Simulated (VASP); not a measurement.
# IrO (Pm-3m) in VASP: notebook

The runs below take IrO through single point, with PBE.

Program: VASP 6.6.1. These are calculated values, not measurements. Logs are shortened: lines on timing, memory, paths and dates and some standing lists are left out, and cuts for length are marked.

## Step 1: The cell of the first run

It takes space group Pm-3m (No. 221, cubic). The conventional cell has a = 2.811 Å, b = 2.811 Å, c = 2.811 Å, α = 90.00°, β = 90.00°, γ = 90.00°. Ir (site symmetry m-3m) has 8 O at 2.43 Å and 6 Ir at 2.81 Å within 3.2 Å. Within 3.2 Å of O (site symmetry m-3m) lie 8 Ir at 2.43 Å and 6 O at 2.81 Å.

## Step 2: Single point, PBE

File INCAR:

```
ALGO = Normal
EDIFF = 1E-6
ENCUT = 520
GGA = PE
ISIF = 2
ISMEAR = 0
LASPH = True
LCHARG = True
LELF = True
LREAL = False
LVHAR = True
LWAVE = False
NBANDS = 14
NELM = 100
PREC = Accurate
SIGMA = 0.1
```

File KPOINTS:

```
k-points
0
Gamma
  8 8 8
```

File POSCAR:

```
IrO
1.0
    2.8108142128      0.0000000000      0.0000000000
    0.0000000000      2.8108142128      0.0000000000
    0.0000000000      0.0000000000      2.8108142128
Ir O
1 1
Direct
    0.0000000000      0.0000000000      0.0000000000
    0.5000000000      0.5000000000      0.5000000000
```

Potentials or basis: VASP PAW PBE potentials, release 64 (Ir, O).

Launch:

```
$ cat potpaw_PBE.64/Ir/POTCAR potpaw_PBE.64/O/POTCAR > POTCAR
$ mpirun -np 1 vasp_std > vasp.out
```

OUTCAR:

```text
EDIFF = 1E-6
   ENCUT = 520
   GGA = PE
   ISIF = 2
   ISMEAR = 0
   LASPH = True
   LREAL = False
   NELM = 100
   PREC = Accurate

 ion  position               nearest neighbor table
   1  0.000  0.000  0.000-   2 2.43   2 2.43   2 2.43   2 2.43   2 2.43   2 2.43   2 2.43   2 2.43

   2  0.500  0.500  0.500-   1 2.43   1 2.43   1 2.43   1 2.43   1 2.43   1 2.43   1 2.43   1 2.43

  LATTYP: Found a simple cubic cell.
 ALAT       =     2.8108142128

  Lattice vectors:

 A1 = (   2.8108142128,   0.0000000000,   0.0000000000)
 A2 = (   0.0000000000,   2.8108142128,   0.0000000000)
 A3 = (   0.0000000000,   0.0000000000,   2.8108142128)

Analysis of symmetry for initial positions (statically):
=====================================================================
 Subroutine PRICEL returns:
 Original cell was already a primitive cell.

 Routine SETGRP: Setting up the symmetry group for a
 simple cubic supercell.

 Subroutine GETGRP returns: Found 48 space group operations
 (whereof 48 operations were pure point group operations)
 out of a pool of 48 trial point group operations.

The static configuration has the point symmetry O_h .

Analysis of symmetry for dynamics (positions and initial velocities):
=====================================================================
 Subroutine PRICEL returns:
 Original cell was already a primitive cell.

 Routine SETGRP: Setting up the symmetry group for a
 simple cubic supercell.

 Subroutine GETGRP returns: Found 48 space group operations
 (whereof 48 operations were pure point group operations)
 out of a pool of 48 trial point group operations.

The dynamic configuration has the point symmetry O_h .

 Subroutine INISYM returns: Found 48 space group operations
 (whereof 48 operations are pure point group operations),
 and found     1 'primitive' translations

----------------------------------------------------------------------------------------

                                     Primitive cell

  volume of cell :      22.2073

  direct lattice vectors                    reciprocal lattice vectors
     2.810814213  0.000000000  0.000000000     0.355768800  0.000000000  0.000000000
     0.000000000  2.810814213  0.000000000     0.000000000  0.355768800  0.000000000
     0.000000000  0.000000000  2.810814213     0.000000000  0.000000000  0.355768800

  length of vectors
     2.810814213  2.810814213  2.810814213     0.355768800  0.355768800  0.355768800

  position of ions in fractional coordinates (direct lattice)
     0.000000000  0.000000000  0.000000000
     0.500000000  0.500000000  0.500000000

  ion indices of the primitive-cell ions
   primitive index   ion index
                 1           1
                 2           2

----------------------------------------------------------------------------------------

 KPOINTS: k-points

Automatic generation of k-mesh.
 Grid dimensions read from file:
 generate k-points for:    8    8    8

 Generating k-lattice:

  Cartesian coordinates                     Fractional coordinates (reciprocal lattice)
     0.044471100  0.000000000  0.000000000     0.125000000  0.000000000  0.000000000
     0.000000000  0.044471100  0.000000000     0.000000000  0.125000000  0.000000000
     0.000000000  0.000000000  0.044471100     0.000000000  0.000000000  0.125000000

  Length of vectors
     0.044471100  0.044471100  0.044471100

  Shift w.r.t. Gamma in fractional coordinates (k-lattice)
     0.000000000  0.000000000  0.000000000

 Subroutine IBZKPT returns following result:
 ===========================================

 Found     35 irreducible k-points:

 Following reciprocal coordinates:
            Coordinates               Weight
  0.000000  0.000000  0.000000      1.000000
  0.125000  0.000000  0.000000      6.000000
  0.250000  0.000000  0.000000      6.000000
  0.375000  0.000000  0.000000      6.000000
  0.500000  0.000000  0.000000      3.000000
  0.125000  0.125000  0.000000     12.000000
[... 16 lines left out ...]
  0.375000  0.375000  0.125000     24.000000
  0.500000  0.375000  0.125000     24.000000
 [... further k-points ...]
   k-points           NKPTS =     35   k-points in BZ     NKDIM =     35   number of bands    NBANDS=     14
   number of dos      NEDOS =    301   number of ions     NIONS =      2
   total plane-waves  NPLWV =  13824
   dimension x,y,z NGX =    24 NGY =   24 NGZ =   24
   dimension x,y,z NGXF=    48 NGYF=   48 NGZF=   48
   ions per type =               1   1
   NGX,Y,Z   is equivalent  to a cutoff of  14.19, 14.19, 14.19 a.u.
   NGXF,Y,Z  is equivalent  to a cutoff of  28.39, 28.39, 28.39 a.u.
 SYSTEM =  unknown system
   PREC   = accura    normal or accurate (medium, high low for compatibility)
   ISTART =      0    job   : 0-new  1-cont  2-samecut
   ICHARG =      2    charge: 1-file 2-atom 10-const
   ISPIN  =      1    spin polarized calculation?
   LNONCOLLINEAR =      F non collinear calculations
   LSORBIT =      F    spin-orbit coupling
   LASPH  =      T    aspherical Exc in radial PAW
   ENCUT  =  520.0 eV  38.22 Ry    6.18 a.u.   5.23  5.23  5.23*2*pi/ulx,y,z
   NELM   =    100;   NELMIN=  2; NELMDL= -5     # of ELM steps
   EDIFF  = 0.1E-05   stopping-criterion for ELM
   LREAL  =      F    real-space projection
[... 7 lines left out ...]
   TEBEG  =    0.0;   TEEND  =   0.0 temperature during run
   PSTRESS=    0.0 pullay stress
   NELECT =      15.0000    total number of electrons
   NUPDOWN=      -1.0000    fix difference up-down
   EMIN   =  10.00;   EMAX   =-10.00  energy-range for DOS
   EFERMI =   0.00;   METHOD = LEGACY
   ISMEAR =     0;   SIGMA  =   0.10  broadening in eV -4-tet -1-fermi 0-gaus
   EFERMI_NEDOS =   21; number of points for ismear=-14 and -15
   IALGO  =     38    algorithm
   IMIX   =      4    mixing-type and parameters
     AMIX     =   0.40;   BMIX     =  1.00
     AMIX_MAG =   1.60;   BMIX_MAG =  1.00
  volume/ion in A,a.u.               =      11.10        74.93
  Fermi-wavevector in a.u.,A,eV,Ry     =   1.436392  2.714388 28.071856  2.063223
  Thomas-Fermi vector in A             =   2.555586
   LORBIT       =      0    0 simple, 1 ext, 2 COOP (PROOUT), +10 PAW based schemes
   GGA     = PE    functional components
   LHFCALC =     F    Hartree Fock is set to
   AEXX    =    0.0000 exact exchange contribution
   IVDW    =     0    specifies the selected vdW correction
   LEPSILON=     F    determine dielectric tensor
   LRPA    =     F    only Hartree local field effects (RPA)
 non-spin polarized calculation
 Gauss-broadening in eV      SIGMA  =   0.10
  energy-cutoff  :      520.00
  volume of cell :       22.21
 maximum number of plane-waves:       624
 NGX is ok and might be reduce to    24
   NGX = 11   NGY = 11   NGZ = 11

 number of electron      15.0000004 magnetization

 Free energy of the ion-electron system (eV)
  ---------------------------------------------------
  ext. energy  EPLUGINS =         0.00000000
  ---------------------------------------------------
  free energy    TOTEN  =       -11.77703147 eV

  energy without entropy =      -11.75912922  energy(sigma->0) =      -11.76808034

 E-fermi :   8.0139     XC(G=0): -13.2427

 val. band max:        8.0101942182   @ k =   0.5000   0.0000   0.0000
 cond. band min:       8.0184289829   @ k =   0.1250   0.0000   0.0000
 fundamental gap:      0.0082347647
 Fermi energy:         8.0138510996

 k-point     1 :       0.0000    0.0000    0.0000
  band No.  band energies     occupation
      1     -12.4392      2.00000
      2       2.9035      2.00000
      3       2.9035      2.00000
      4       4.2543      2.00000
      5       4.2543      2.00000
      6       4.2543      2.00000
      7       5.6955      2.00000
      8       7.8300      1.99069
      9       7.8300      1.99069
     10       7.8300      1.99069
     11      25.5233      0.00000
     12      25.5233      0.00000
     13      26.0362      0.00000
     14      26.0362      0.00000

 k-point     2 :       0.1250    0.0000    0.0000
  band No.  band energies     occupation
      1     -12.3044      2.00000
      2       2.1867      2.00000
      3       2.9843      2.00000
      4       4.0072      2.00000
      5       4.0072      2.00000
      6       4.1561      2.00000
      7       7.0109      2.00000
      8       7.8625      1.96770
      9       8.0184      0.94838
     10       8.0184      0.94838
     11      23.6047      0.00000
     12      24.4074      0.00000
     13      25.8337      0.00000
     14      25.8337      0.00000

 k-point     3 :       0.2500    0.0000    0.0000
  band No.  band energies     occupation
      1     -11.9594      2.00000
      2       0.5463      2.00000
      3       3.1872      2.00000
      4       3.4866      2.00000
      5       3.4866      2.00000
      6       5.4946      2.00000
      7       7.9419      1.69088
      8       8.4164      0.00000
      9       8.4164      0.00000
     10       8.7953      0.00000
     11      20.6701      0.00000
     12      22.4958      0.00000
     13      25.1181      0.00000
     14      25.1181      0.00000
[... 324 lines left out ...]
 k-point    23 :       0.3750    0.3750    0.1250
  band No.  band energies     occupation
      1     -11.2229      2.00000
      2       0.9105      2.00000
      3       1.5914      2.00000
      4       3.2534      2.00000
      5       4.6422      2.00000
      6       6.0819      2.00000
      7       6.7490      2.00000
      8       8.0506      0.60317
      9       8.4299      0.00000
     10      12.7842      0.00000
     11      18.6073      0.00000
     12      18.8117      0.00000
     13      25.2232      0.00000
     14      27.9494      0.00000

 k-point    24 :       0.5000    0.3750    0.1250
  band No.  band energies     occupation
      1     -11.1676      2.00000
      2       0.9901      2.00000
      3       1.5207      2.00000
      4       3.4232      2.00000
      5       4.3981      2.00000
      6       6.0749      2.00000
      7       6.7490      2.00000
      8       7.7949      1.99804
      9       8.8643      0.00000
     10      13.7231      0.00000
     11      16.7132      0.00000
     12      19.0284      0.00000
     13      25.5750      0.00000
     14      28.3701      0.00000

 [... further k-points ...]

------------------------ aborting loop because EDIFF is reached ----------------------------------------

  FORCE on cell =-STRESS in cart. coord.  units (eV):
  Direction    XX          YY          ZZ          XY          YZ          ZX
  --------------------------------------------------------------------------------------
  -------------------------------------------------------------------------------------
  Total        0.0327527      0.0327527      0.0327527      0.0000000      0.0000000     -0.0000000
  in kB        2.3629862      2.3629862      2.3629862      0.0000000      0.0000000     -0.0000000
  external PRESSURE =       2.3629862 kB  Pullay stress =       0.0000000 kB

 VOLUME and BASIS-vectors are now :
 -----------------------------------------------------------------------------
  energy-cutoff  :      520.00
  volume of cell :       22.21
      direct lattice vectors                 reciprocal lattice vectors
     2.810814213  0.000000000  0.000000000     0.355768800  0.000000000  0.000000000
     0.000000000  2.810814213  0.000000000     0.000000000  0.355768800  0.000000000
     0.000000000  0.000000000  2.810814213     0.000000000  0.000000000  0.355768800

 POSITION                                       TOTAL-FORCE (eV/Angst)
 -----------------------------------------------------------------------------------
      0.00000      0.00000      0.00000         0.000000      0.000000      0.000000
      1.40541      1.40541      1.40541         0.000000      0.000000      0.000000
 -----------------------------------------------------------------------------------
    total drift:                                0.000000      0.000000     -0.000000

  FREE ENERGIE OF THE ION-ELECTRON SYSTEM (eV)
  ---------------------------------------------------
  free  energy   TOTEN  =       -11.7770314663 eV

  energy  without entropy=      -11.7591292174  energy(sigma->0) =      -11.76808034
```

Wall time 14 s (1 thread of Intel Xeon 8259CL, shared host); peak memory 0.15 GiB.

Results:

- Free energy: -11.7770 eV
- Pressure: 0.2 GPa
- Band gap on the k mesh: zero (an odd number of electrons rules out a gap without spin polarisation)

Levels at points of the mesh, in eV from the Fermi level:
```csv
k point,band 4,band 5,band 6,band 7,band 8,band 9,band 10,band 11,band 12,band 13
"(0.00, 0.00, 0.00)",-3.76,-3.76,-3.76,-2.32,-0.18,-0.18,-0.18,17.51,17.51,18.02
"(0.50, 0.00, 0.00)",-5.15,-4.52,0.00,0.04,0.90,0.90,5.00,6.14,12.51,15.94
"(0.50, 0.50, 0.00)",-4.48,-3.20,-2.65,-1.73,-1.73,1.31,6.29,9.50,9.50,18.11
"(0.50, 0.50, 0.50)",-8.12,1.41,1.41,1.41,1.43,1.43,6.73,6.73,6.73,11.92
```

Caveat: spin-orbit coupling is left out, which moves the levels of the heavy elements; an odd number of electrons without spin polarisation forces a metal; a magnetic or distorted state may lie lower.

## Step 3: Single point, PBE, collinear spin

File INCAR:

```
SYSTEM = IrO
PREC     = Accurate       ! precision mode
ENCUT    = 520            ! plane-wave cutoff, eV
EDIFF    = 1E-6           ! SCF threshold, eV
ISMEAR   = 0              ! smearing method
SIGMA    = 0.1            ! smearing width, eV
LREAL    = .False.        ! projectors in reciprocal space
LASPH    = .True.         ! aspherical terms in the spheres
NELM     = 150            ! most SCF steps
ALGO     = Normal         ! electronic algorithm
ISIF     = 2              ! what is computed and relaxed
LWAVE    = .False.        ! write WAVECAR
LCHARG   = .True.         ! write CHGCAR
ISPIN    = 2              ! spin polarisation
MAGMOM   = 2.5 0          ! initial moments
LORBIT   = 11             ! projections on sites
LMAXMIX  = 4              ! l up to which the mixer works
GGA      = PE             ! functional
LELF     = .True.         ! ELF
LVHAR    = .True.       
NBANDS   = 18             ! bands
```

File KPOINTS:

```
regular mesh
0
Gamma
  14 14 14
  0 0 0
```

File POSCAR:

```
IrO
1.0
    2.8102479666      0.0000000000      0.0000000000
    0.0000000000      2.8102479666      0.0000000000
    0.0000000000      0.0000000000      2.8102479666
Ir O
1 1
Direct
    0.0000000000      0.0000000000      0.0000000000
    0.5000000000      0.5000000000      0.5000000000
```

Potentials or basis: VASP PAW PBE potentials, release 64 (Ir, O).

Launch:

```
$ cat potpaw_PBE.64/Ir/POTCAR potpaw_PBE.64/O/POTCAR > POTCAR
$ mpirun -np 1 vasp_std > vasp.out
```

Wall time 2.1 min (1 thread of Intel Xeon 8259CL, shared host); peak memory 0.21 GiB.

It converged, with:

```
Free energy                                           : -11.7971 eV
Pressure                                              : 0.1 GPa
Net moment                                            : 0.00 μB per cell
Valence electrons inside the program's atomic spheres : Ir 7.85; O 4.79
```

Levels at points of the mesh, in eV from the Fermi level:
Spin up:
| k point | band 5 | band 6 | band 7 | band 8 | band 9 | band 10 | band 11 | band 12 |
| --- | --- | --- | --- | --- | --- | --- | --- | --- |
| (0.00, 0.00, 0.00) | -3.80 | -3.80 | -2.36 | -0.23 | -0.23 | -0.23 | 17.47 | 17.47 |
| (0.50, 0.00, 0.00) | -4.56 | -0.05 | 0.00 | 0.86 | 0.86 | 4.97 | 6.10 | 12.46 |
| (0.50, 0.50, 0.00) | -3.24 | -2.69 | -1.78 | -1.78 | 1.27 | 6.25 | 9.46 | 9.46 |
| (0.50, 0.50, 0.50) | 1.36 | 1.36 | 1.36 | 1.39 | 1.39 | 6.69 | 6.69 | 6.69 |
Spin down:
| k point | band 4 | band 5 | band 6 | band 7 | band 8 | band 9 | band 10 | band 11 | band 12 | band 13 |
| --- | --- | --- | --- | --- | --- | --- | --- | --- | --- | --- |
| (0.00, 0.00, 0.00) | -3.80 | -3.80 | -3.80 | -2.36 | -0.23 | -0.23 | -0.23 | 17.47 | 17.47 | 17.99 |
| (0.50, 0.00, 0.00) | -5.20 | -4.56 | -0.05 | 0.00 | 0.86 | 0.86 | 4.97 | 6.10 | 12.46 | 15.90 |
| (0.50, 0.50, 0.00) | -4.53 | -3.24 | -2.69 | -1.78 | -1.78 | 1.27 | 6.25 | 9.46 | 9.46 | 18.08 |
| (0.50, 0.50, 0.50) | -8.17 | 1.37 | 1.37 | 1.37 | 1.39 | 1.39 | 6.69 | 6.69 | 6.69 | 11.89 |

Caveat: spin-orbit coupling is left out, which moves the levels of the heavy elements.

## Step 4: Single point, PBE, collinear spin

This run uses another cell than the first one, of 11.76 Å³/atom.

File INCAR:

```
SYSTEM = IrO
PREC     = Accurate       ! precision mode
ENCUT    = 520            ! plane-wave cutoff, eV
EDIFF    = 1E-6           ! SCF threshold, eV
ISMEAR   = 0              ! smearing method
SIGMA    = 0.1            ! smearing width, eV
LREAL    = .FALSE.        ! projectors in reciprocal space
LASPH    = .TRUE.         ! aspherical terms in the spheres
NELM     = 150            ! most SCF steps
ALGO     = Normal         ! electronic algorithm
ISIF     = 2              ! what is computed and relaxed
LWAVE    = .FALSE.        ! write WAVECAR
LCHARG   = .FALSE.        ! write CHGCAR
ISPIN    = 2              ! spin polarisation
MAGMOM   = 2.5 0          ! initial moments
LORBIT   = 11             ! projections on sites
LMAXMIX  = 4              ! l up to which the mixer works
GGA      = PE             ! functional
NBANDS   = 18             ! bands
```

File KPOINTS:

```
Automatic mesh
0
G
  14 14 14
  0 0 0
```

File POSCAR:

```
IrO
1.0
    2.8653648609      0.0000000000      0.0000000000
    0.0000000000      2.8653648609      0.0000000000
    0.0000000000      0.0000000000      2.8653648609
Ir O
1 1
Direct
    0.0000000000      0.0000000000      0.0000000000
    0.5000000000      0.5000000000      0.5000000000
```

Launch:

```
$ cat potpaw_PBE.64/Ir/POTCAR potpaw_PBE.64/O/POTCAR > POTCAR
$ mpirun -np 1 vasp_std > vasp.out
```

It took 2 min on 1 thread of Intel Xeon 8259CL, shared host; peak memory 0.21 GiB.

It converged, with:

```yaml
Free_energy: -11.7437 eV
Pressure: -12.7 GPa
Net_moment: 0.00 μB per cell
Valence_electrons_inside_the_program's_atomic_spheres: Ir 7.72; O 4.76
```

Levels at points of the mesh, in eV from the Fermi level:
Spin up:
```
           k point  band 5  band 6  band 7  band 8  band 9  band 10  band 11  band 12
(0.00, 0.00, 0.00)   -3.48   -3.48   -2.45   -0.22   -0.22    -0.22    17.14    17.14
(0.50, 0.00, 0.00)   -4.17   -0.04   -0.02    0.79    0.79     4.74     5.66    12.63
(0.50, 0.50, 0.00)   -2.95   -2.53   -1.61   -1.61    1.12     5.81     9.10     9.10
(0.50, 0.50, 0.50)    1.23    1.23    1.25    1.25    1.25     6.58     6.58     6.58
```
Spin down:
```
           k point  band 4  band 5  band 6  band 7  band 8  band 9  band 10  band 11  band 12  band 13
(0.00, 0.00, 0.00)   -3.48   -3.48   -3.48   -2.45   -0.22   -0.22    -0.22    17.14    17.14    17.32
(0.50, 0.00, 0.00)   -4.76   -4.17   -0.04   -0.02    0.79    0.79     4.75     5.66    12.63    15.59
(0.50, 0.50, 0.00)   -4.15   -2.94   -2.53   -1.60   -1.60    1.13     5.82     9.10     9.10    17.53
(0.50, 0.50, 0.50)   -7.51    1.23    1.23    1.25    1.25    1.25     6.58     6.58     6.58    11.03
```

Caveat: the cell stands under tension; spin-orbit coupling is left out, which moves the levels of the heavy elements.

(Continued in part 2 of 2.)
